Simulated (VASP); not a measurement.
# S (Fm-3m) in VASP: further runs

The runs below take S through single point, with PBEsol, PBE.

All numbers are computed with VASP 6.6.1; they aren't measurements. Logs are shortened: lines on timing, memory, paths and dates and some standing lists are left out, and cuts for length are marked.

## 1. The cell of the first run

The structure is cubic, space group Fm-3m (No. 225). Conventional cell: a = 3.203 Å, b = 3.203 Å, c = 3.203 Å, α = 90.00°, β = 90.00°, γ = 90.00°. S (site symmetry m-3m) has 12 S at 2.26 Å within 3.0 Å.

## 2. Single point, PBEsol (volume scaled by 0.55)

Input file INCAR:

```
SYSTEM = S
PREC     = Accurate       ! precision mode
ENCUT    = 520            ! plane-wave cutoff, eV
EDIFF    = 1E-7           ! SCF threshold, eV
ISMEAR   = -1             ! smearing method
SIGMA    = 0.08           ! smearing width, eV
LREAL    = .False.        ! projectors in reciprocal space
LASPH    = .True.         ! aspherical terms in the spheres
NELM     = 100            ! most SCF steps
ALGO     = Normal         ! electronic algorithm
ISIF     = 2              ! what is computed and relaxed
LWAVE    = .False.        ! write WAVECAR
LCHARG   = .False.        ! write CHGCAR
GGA      = PS             ! functional
NBANDS   = 9              ! bands
```

Input file KPOINTS:

```
Automatic mesh
0
Gamma
  18 18 18
  0 0 0
```

Input file POSCAR:

```
S
1.0
    0.0000000000      1.6013915777      1.6013915777
    1.6013915777      0.0000000000      1.6013915777
    1.6013915777      1.6013915777      0.0000000000
S
1
Direct
    0.0000000000      0.0000000000      0.0000000000
```

Potentials or basis: VASP PAW PBE potentials, release 64 (S).

Command:

```
> cat potpaw_PBE.64/S/POTCAR > POTCAR
> mpirun -np 1 vasp_std > vasp.out
```

OUTCAR:

```text
SYSTEM = S
   PREC = Accurate
   ENCUT = 520
   EDIFF = 1E-7
   ISMEAR = -1
   LREAL = .False.
   LASPH = .True.
   NELM = 100
   ISIF = 2
   GGA = PS

 ion  position               nearest neighbor table
   1  0.000  0.000  0.000-

  LATTYP: Found a face centered cubic cell.
 ALAT       =     3.2027831554

  Lattice vectors:

 A1 = (   0.0000000000,   1.6013915777,   1.6013915777)
 A2 = (   1.6013915777,   0.0000000000,   1.6013915777)
 A3 = (   1.6013915777,   1.6013915777,   0.0000000000)

Analysis of symmetry for initial positions (statically):
=====================================================================
 Subroutine PRICEL returns:
 Original cell was already a primitive cell.

 Routine SETGRP: Setting up the symmetry group for a
 face centered cubic supercell.

 Subroutine GETGRP returns: Found 48 space group operations
[... 9 lines left out ...]

 Routine SETGRP: Setting up the symmetry group for a
 face centered cubic supercell.

 Subroutine GETGRP returns: Found 48 space group operations
[... 11 lines left out ...]
                                     Primitive cell

  volume of cell :       8.2134

  direct lattice vectors                    reciprocal lattice vectors
     0.000000000  1.601391578  1.601391578    -0.312228444  0.312228444  0.312228444
     1.601391578  0.000000000  1.601391578     0.312228444 -0.312228444  0.312228444
     1.601391578  1.601391578  0.000000000     0.312228444  0.312228444 -0.312228444

  length of vectors
     2.264709688  2.264709688  2.264709688     0.540795528  0.540795528  0.540795528

  position of ions in fractional coordinates (direct lattice)
     0.000000000  0.000000000  0.000000000

  ion indices of the primitive-cell ions
   primitive index   ion index
                 1           1

----------------------------------------------------------------------------------------

 KPOINTS: Automatic mesh

Automatic generation of k-mesh.
 Grid dimensions read from file:
 generate k-points for:   18   18   18

 Generating k-lattice:

  Cartesian coordinates                     Fractional coordinates (reciprocal lattice)
    -0.017346025  0.017346025  0.017346025     0.055555556  0.000000000  0.000000000
     0.017346025 -0.017346025  0.017346025     0.000000000  0.055555556  0.000000000
     0.017346025  0.017346025 -0.017346025     0.000000000  0.000000000  0.055555556

  Length of vectors
     0.030044196  0.030044196  0.030044196

  Shift w.r.t. Gamma in fractional coordinates (k-lattice)
     0.000000000  0.000000000  0.000000000

 Subroutine IBZKPT returns following result:
 ===========================================

 Found    195 irreducible k-points:

 Following reciprocal coordinates:
            Coordinates               Weight
  0.000000  0.000000  0.000000      1.000000
  0.055556  0.000000  0.000000      8.000000
  0.111111  0.000000  0.000000      8.000000
  0.166667  0.000000  0.000000      8.000000
  0.222222  0.000000  0.000000      8.000000
  0.277778  0.000000  0.000000      8.000000
[... 16 lines left out ...]
 -0.277778  0.055556  0.000000     24.000000
 -0.222222  0.055556  0.000000     24.000000
 [... further k-points ...]
   k-points           NKPTS =    195   k-points in BZ     NKDIM =    195   number of bands    NBANDS=      9
   number of dos      NEDOS =    301   number of ions     NIONS =      1
   total plane-waves  NPLWV =   5832
   dimension x,y,z NGX =    18 NGY =   18 NGZ =   18
   dimension x,y,z NGXF=    36 NGYF=   36 NGZF=   36
   ions per type =               1
   NGX,Y,Z   is equivalent  to a cutoff of  13.21, 13.21, 13.21 a.u.
   NGXF,Y,Z  is equivalent  to a cutoff of  26.43, 26.43, 26.43 a.u.
 SYSTEM =  S
   PREC   = accura    normal or accurate (medium, high low for compatibility)
   ISTART =      0    job   : 0-new  1-cont  2-samecut
   ICHARG =      2    charge: 1-file 2-atom 10-const
   ISPIN  =      1    spin polarized calculation?
   LNONCOLLINEAR =      F non collinear calculations
   LSORBIT =      F    spin-orbit coupling
   LASPH  =      T    aspherical Exc in radial PAW
   ENCUT  =  520.0 eV  38.22 Ry    6.18 a.u.   4.21  4.21  4.21*2*pi/ulx,y,z
   NELM   =    100;   NELMIN=  2; NELMDL= -5     # of ELM steps
   EDIFF  = 0.1E-06   stopping-criterion for ELM
   LREAL  =      F    real-space projection
   EDIFFG = 0.1E-05   stopping-criterion for IOM
   NSW    =      0    number of steps for IOM
   IBRION =     -1    ionic relax: 0-MD 1-quasi-New 2-CG
   NFREE  =      0    steps in history (QN), initial steepest desc. (CG)
   ISIF   =      2    stress and relaxation
   ISYM   =      2    0-nonsym 1-usesym 2-fastsym
   POTIM  = 0.5000    time-step for ionic-motion
   TEBEG  =    0.0;   TEEND  =   0.0 temperature during run
   PSTRESS=    0.0 pullay stress
   NELECT =       6.0000    total number of electrons
   NUPDOWN=      -1.0000    fix difference up-down
   EMIN   =  10.00;   EMAX   =-10.00  energy-range for DOS
   EFERMI =   0.00;   METHOD = LEGACY
   ISMEAR =    -1;   SIGMA  =   0.08  broadening in eV -4-tet -1-fermi 0-gaus
   EFERMI_NEDOS =   21; number of points for ismear=-14 and -15
   IALGO  =     38    algorithm
   IMIX   =      4    mixing-type and parameters
     AMIX     =   0.40;   BMIX     =  1.00
     AMIX_MAG =   1.60;   BMIX_MAG =  1.00
  volume/ion in A,a.u.               =       8.21        55.43
  Fermi-wavevector in a.u.,A,eV,Ry     =   1.474408  2.786227 29.577423  2.173879
  Thomas-Fermi vector in A             =   2.589183
   LORBIT       =      0    0 simple, 1 ext, 2 COOP (PROOUT), +10 PAW based schemes
   GGA     = PS    functional components
   LHFCALC =     F    Hartree Fock is set to
   AEXX    =    0.0000 exact exchange contribution
   IVDW    =     0    specifies the selected vdW correction
   LEPSILON=     F    determine dielectric tensor
   LRPA    =     F    only Hartree local field effects (RPA)
 non-spin polarized calculation
  energy-cutoff  :      520.00
  volume of cell :        8.21
 maximum number of plane-waves:       229
 NGX is ok and might be reduce to    18
   NGX =  9   NGY =  9   NGZ =  9

 number of electron       6.0000001 magnetization

 Free energy of the ion-electron system (eV)
  ---------------------------------------------------
  ext. energy  EPLUGINS =         0.00000000
  ---------------------------------------------------
  free energy    TOTEN  =        -0.96397660 eV

  energy without entropy =       -0.95493697  energy(sigma->0) =       -0.95945678

 E-fermi :  19.9460     XC(G=0): -14.5293

 val. band max:       19.9440628414   @ k =   0.3889   0.2222   0.0556
 cond. band min:      19.9742702372   @ k =  -0.1667   0.0556   0.0000
 fundamental gap:      0.0302073958
 Fermi energy:        19.9459866016

 k-point     1 :       0.0000    0.0000    0.0000
  band No.  band energies     occupation
      1      -6.0012      2.00000
      2      28.6204      0.00000
      3      28.6204      0.00000
      4      28.6204      0.00000
      5      32.1986      0.00000
      6      32.1986      0.00000
      7      32.1986      0.00000
      8      41.1799      0.00000
      9      41.7292      0.00000

 k-point     2 :       0.0556    0.0000    0.0000
  band No.  band energies     occupation
      1      -5.8741      2.00000
      2      27.0716      0.00000
      3      28.2684      0.00000
      4      28.2684      0.00000
      5      32.6950      0.00000
      6      32.6950      0.00000
      7      32.8042      0.00000
      8      41.1965      0.00000
      9      41.1965      0.00000

 k-point     3 :       0.1111    0.0000    0.0000
  band No.  band energies     occupation
      1      -5.4931      2.00000
      2      24.1554      0.00000
      3      27.5653      0.00000
      4      27.5653      0.00000
      5      33.3273      0.00000
      6      33.7453      0.00000
      7      33.7453      0.00000
      8      40.0859      0.00000
      9      40.0859      0.00000

 k-point     4 :       0.1667    0.0000    0.0000
  band No.  band energies     occupation
      1      -4.8595      2.00000
      2      20.9596      0.00001
      3      26.8647      0.00000
      4      26.8647      0.00000
      5      33.4676      0.00000
      6      34.5786      0.00000
      7      34.5786      0.00000
      8      39.3657      0.00000
      9      39.3657      0.00000

 k-point     5 :       0.2222    0.0000    0.0000
  band No.  band energies     occupation
      1      -3.9754      2.00000
      2      17.7677      2.00000
      3      26.2832      0.00000
      4      26.2832      0.00000
      5      33.4526      0.00000
      6      34.3626      0.00000
      7      34.3626      0.00000
      8      40.0235      0.00000
      9      40.0235      0.00000

 k-point     6 :       0.2778    0.0000    0.0000
  band No.  band energies     occupation
      1      -2.8441      2.00000
      2      14.6867      2.00000
      3      25.8501      0.00000
      4      25.8501      0.00000
      5      33.4119      0.00000
      6      33.4119      0.00000
      7      33.4190      0.00000
      8      41.8110      0.00000
      9      41.8113      0.00000
[... 169 lines left out ...]
 k-point    21 :      -0.3889    0.0556    0.0000
  band No.  band energies     occupation
      1       0.8318      2.00000
      2       8.2937      2.00000
      3      23.7797      0.00000
      4      25.5602      0.00000
      5      31.3468      0.00000
      6      31.4353      0.00000
      7      34.1517      0.00000
      8      40.7914      0.00000
      9      45.8993      0.00000

 k-point    22 :      -0.3333    0.0556    0.0000
  band No.  band energies     occupation
      1      -0.8488      2.00000
      2      10.9415      2.00000
      3      23.7193      0.00000
      4      26.0598      0.00000
      5      31.7457      0.00000
      6      32.4032      0.00000
      7      34.0584      0.00000
      8      41.5901      0.00000
      9      43.3469      0.00000

 k-point    23 :      -0.2778    0.0556    0.0000
  band No.  band energies     occupation
      1      -2.3013      2.00000
      2      13.7943      2.00000
      3      23.8376      0.00000
      4      26.5917      0.00000
      5      32.4627      0.00000
      6      33.5464      0.00000
      7      33.9998      0.00000
      8      40.9300      0.00000
      9      42.2619      0.00000

 k-point    24 :      -0.2222    0.0556    0.0000
  band No.  band energies     occupation
      1      -3.5136      2.00000
      2      16.8204      2.00000
      3      24.1457      0.00000
      4      27.1637      0.00000
      5      33.3293      0.00000
      6      33.9407      0.00000
      7      34.7491      0.00000
      8      38.9038      0.00000
      9      41.2858      0.00000

 [... further k-points ...]
[... 5 lines left out ...]
  --------------------------------------------------------------------------------------
  -------------------------------------------------------------------------------------
  Total        9.4665137      9.4665137      9.4665137     -0.0000000      0.0000000      0.0000000
  in kB     1846.6221293   1846.6221293   1846.6221293     -0.0000000      0.0000000      0.0000000
  external PRESSURE =    1846.6221293 kB  Pullay stress =       0.0000000 kB

 VOLUME and BASIS-vectors are now :
 -----------------------------------------------------------------------------
  energy-cutoff  :      520.00
  volume of cell :        8.21
      direct lattice vectors                 reciprocal lattice vectors
     0.000000000  1.601391578  1.601391578    -0.312228444  0.312228444  0.312228444
     1.601391578  0.000000000  1.601391578     0.312228444 -0.312228444  0.312228444
     1.601391578  1.601391578  0.000000000     0.312228444  0.312228444 -0.312228444

 POSITION                                       TOTAL-FORCE (eV/Angst)
 -----------------------------------------------------------------------------------
      0.00000      0.00000      0.00000         0.000000      0.000000     -0.000000
 -----------------------------------------------------------------------------------
    total drift:                               -0.000000     -0.000000     -0.000000

  FREE ENERGIE OF THE ION-ELECTRON SYSTEM (eV)
  ---------------------------------------------------
  free  energy   TOTEN  =        -0.9639765956 eV

  energy  without entropy=       -0.9549369678  energy(sigma->0) =       -0.95945678
```

Wall time 10 s (1 thread of AMD EPYC 7R13 (Zen 3), shared host); peak memory 0.09 GiB.

What came out:

| Quantity | Value |
| --- | --- |
| Free energy | -0.9640 eV |
| Pressure | 184.7 GPa |
| Band gap on the k mesh | zero (band 3 reaches 28.62 eV, above the bottom of band 4 at 12.93 eV) |

Caveat: the PAW data sets were made with another functional, which shifts forces and pressure a little.

## 3. Single point, PBEsol (volume scaled by 0.65)

Input file INCAR:

```
PREC = Accurate ; ENCUT = 520
EDIFF = 1E-6 ; ISMEAR = -1
SIGMA = 0.08 ; LREAL = False
LASPH = True ; NELM = 60
ALGO = Normal ; ISIF = 2
LWAVE = False ; LCHARG = False
GGA = PS ; NBANDS = 9
```

Input file KPOINTS:

```
regular mesh
0
Gamma
  18 18 18
```

Input file POSCAR:

```
S
1.0
    0.0000000000      1.6930940980      1.6930940980
    1.6930940980      0.0000000000      1.6930940980
    1.6930940980      1.6930940980      0.0000000000
S
1
Direct
    0.0000000000      0.0000000000      0.0000000000
```

Potentials or basis: VASP PAW PBE potentials, release 64 (S).

Command:

```
> cat potpaw_PBE.64/S/POTCAR > POTCAR
> mpirun -np 1 vasp_std > vasp.out
```

Run time: 10 s. Hardware: 1 thread of AMD EPYC 7R13 (Zen 3), shared host; peak memory 0.09 GiB.

The run converged. Its results:

| Item | Value |
| --- | --- |
| Free energy | -2.2317 eV |
| Pressure | 96.5 GPa |
| Band gap on the k mesh | zero (band 3 reaches 22.98 eV, above the bottom of band 4 at 10.56 eV) |

Levels at points of the mesh, in eV from the Fermi level:
```csv
k point,band 1,band 2,band 3,band 4,band 5,band 6,band 7
"(0.00, 0.00, 0.00)",-23.08,6.86,6.86,6.86,12.25,12.25,12.25
"(0.50, 0.00, 0.00)",-15.15,-12.81,4.21,4.21,11.05,11.05,12.11
"(0.50, 0.50, 0.00)",-11.52,-11.04,-1.29,-1.29,3.05,4.47,27.61
```

Caveat: the PAW data sets were made with another functional, which shifts forces and pressure a little.

## 4. Single point, PBEsol (volume scaled by 0.75)

Input file INCAR:

```
SYSTEM = S
ALGO     = Normal         ! electronic algorithm
EDIFF    = 1E-6           ! SCF threshold, eV
ENCUT    = 520            ! plane-wave cutoff, eV
GGA      = PS             ! functional
ISIF     = 2              ! what is computed and relaxed
ISMEAR   = -1             ! smearing method
LASPH    = .True.         ! aspherical terms in the spheres
LCHARG   = .True.         ! write CHGCAR
LELF     = .True.         ! ELF
LREAL    = .False.        ! projectors in reciprocal space
LVHAR    = .True.       
LWAVE    = .False.        ! write WAVECAR
NBANDS   = 9              ! bands
NELM     = 60             ! most SCF steps
PREC     = Accurate       ! precision mode
SIGMA    = 0.08           ! smearing width, eV
```

Input file KPOINTS:

```
k-points
0
Gamma
  18 18 18
  0 0 0
```

Input file POSCAR:

```
S
1.0
    0.0000000000      1.7758123202      1.7758123202
    1.7758123202      0.0000000000      1.7758123202
    1.7758123202      1.7758123202      0.0000000000
S
1
Direct
    0.0000000000      0.0000000000      0.0000000000
```

Command:

```
> cat potpaw_PBE.64/S/POTCAR > POTCAR
> mpirun -np 1 vasp_std > vasp.out
```

Wall time 14 s (1 thread of AMD EPYC 7R13 (Zen 3), shared host); peak memory 0.1 GiB.

The run converged. Its results:

```yaml
Free_energy: -2.8885 eV
Pressure: 49.0 GPa
Band_gap_on_the_k_mesh: zero (band 3 reaches 18.77 eV, above the bottom of band 4 at 8.73 eV)
```

Levels at points of the mesh, in eV from the Fermi level:
| k point | band 1 | band 2 | band 3 | band 4 | band 5 | band 6 | band 7 |
| --- | --- | --- | --- | --- | --- | --- | --- |
| (0.00, 0.00, 0.00) | -20.93 | 5.55 | 5.55 | 5.55 | 12.22 | 12.22 | 12.22 |
| (0.50, 0.00, 0.00) | -14.23 | -11.04 | 3.38 | 3.38 | 11.06 | 11.16 | 11.16 |
| (0.50, 0.50, 0.00) | -11.24 | -9.53 | -1.15 | -1.15 | 4.00 | 4.56 | 25.70 |

Caveat: the PAW data sets were made with another functional, which shifts forces and pressure a little.

(Continued in part 2 of 2.)
